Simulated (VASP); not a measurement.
The system is MoH5.

```xyz
6
Lattice="4.5984 0.0000 0.0000 -2.2992 3.9823 0.0000 0.0000 0.0000 4.1321" Properties=species:S:1:pos:R:3 pbc="T T T"
H    -1.4677    2.5421    0.0000
H     2.9353    0.0000    0.0000
H     0.8315    1.4403    0.0000
H     2.2992    1.3274    2.0660
H     0.0000    2.6549    2.0660
Mo    0.0000    0.0000    2.0660
```

| Item | Value |
| --- | --- |
| Program | VASP 6.6.1 |
| Task | relaxation of cell and atoms |
| Functional | PBE |
| Potentials or basis | VASP PAW PBE potentials, release 64 (H, Mo_sv) |
| Cutoff | 600 eV |
| k mesh | 6 × 6 × 4 |
| Occupations | gaussian, width 0.1 eV |
| Spin | no spin polarisation |

At the start: pressure -26.8 GPa; volume 12.61 Å³/atom.

Q: How do energy, volume and symmetry change on relaxing?

A: Over 14 steps the energy falls by 1438.8 meV/atom and the volume is 5.29 Å³/atom (-58.0 %); space group P-62m (No. 189, to 0.05 Å).

The path:
| step | energy change (eV) | largest force (eV/Å) | pressure (GPa) | volume (Å³) |
| --- | --- | --- | --- | --- |
| 1 | 0.0000 | 1.3862 | -26.77 | 75.67 |
| 2 | -4.2674 | 1.5228 | -33.56 | 54.85 |
| 3 | 6.9991 | 7.8638 | 503.79 | 15.75 |
| 4 | -6.1281 | 1.5484 | -33.39 | 45.23 |
| 5 | -8.1630 | 0.1971 | 25.01 | 27.97 |
| 6 | -8.3278 | 0.9068 | -8.00 | 32.51 |
| 7 | -8.4044 | 0.7111 | 0.38 | 30.97 |
| 8 | -8.3982 | 0.6187 | 4.63 | 30.33 |
| 9 | -8.5176 | 0.3923 | 5.84 | 30.28 |
| 10 | -8.5882 | 0.0896 | 7.88 | 30.19 |
| 11 | -8.5903 | 0.0035 | 8.53 | 30.16 |
| 12 | -8.6200 | 0.1605 | -3.34 | 32.24 |
| 13 | -8.6270 | 0.1155 | 0.04 | 31.58 |
| 14 | -8.6326 | 0.0290 | 0.03 | 31.76 |

Final structure:
```
H Mo
1.0
     3.42047    0.00000    0.00000
    -1.71024    2.96221    0.00000
     0.00000    0.00000    3.13448
H Mo
5 1
Cartesian
  -1.2002 2.0788 0.0000
  2.4003 0.0000 0.0000
  0.5101 0.8835 0.0000
  1.7102 0.9874 1.5672
  0.0000 1.9748 1.5672
  3.4205 0.0000 1.5672
```

Caveat: the k points lie up to 0.50 Å⁻¹ apart in the final cell; the volume moved by over 15 % at a fixed basis, so the end points are rough.
